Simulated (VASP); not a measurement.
Set up this calculation in VASP 6.6.1, as the native input.

- Task: single point
- Functional: LDA
- Potentials or basis: VASP PAW LDA potentials, release 64 (Cd)
- Cutoff: 520 eV
- k mesh: 12 × 12 × 12
- Occupations: fermi-dirac, width 0.08 eV
- Spin: no spin polarisation
- Dipole correction: no
- Further INCAR settings: ALGO = Normal; EDIFF = 1e-07; NBANDS = 19

The structure of Cd lies in POSCAR:

```
Cd
1.0
    0.0000000000      2.7637099432      2.7637099432
    2.7637099432      0.0000000000      2.7637099432
    2.7637099432      2.7637099432      0.0000000000
Cd
2
Direct
   -0.1250000000     -0.1250000000     -0.1250000000
    0.1250000000      0.1250000000      0.1250000000
```

This isn't the form of Cd at room conditions, which is hcp.

The input as run:

INCAR

```
  PREC = Accurate
  ENCUT = 520
  EDIFF = 1E-7
  ISMEAR = -1
  SIGMA = 0.08
  LREAL = F
  LASPH = T
  NELM = 100
  ALGO = Normal
  ISIF = 2
  LWAVE = F
  LCHARG = F
  GGA = CA
  NBANDS = 19
```

KPOINTS

```
Automatic mesh
0
Gamma
  12 12 12
```

Potentials or basis: VASP PAW LDA potentials, release 64 (Cd).

Command:

```bash
$ cat potpaw_LDA.64/Cd/POTCAR > POTCAR
$ mpirun -np 1 vasp_std > vasp.out
```

Results of the run:

```json
{
 "Pressure": "37.3 GPa",
 "Band gap on the k mesh": "zero (bands 12 and 13 overlap by 8.69 eV)"
}
```

Caveat: the cell stands under pressure.

It took 23 s on 1 thread of AMD EPYC 9R45 96-Core Processor (Zen 5), on a shared host, peak memory 0.15 GiB.
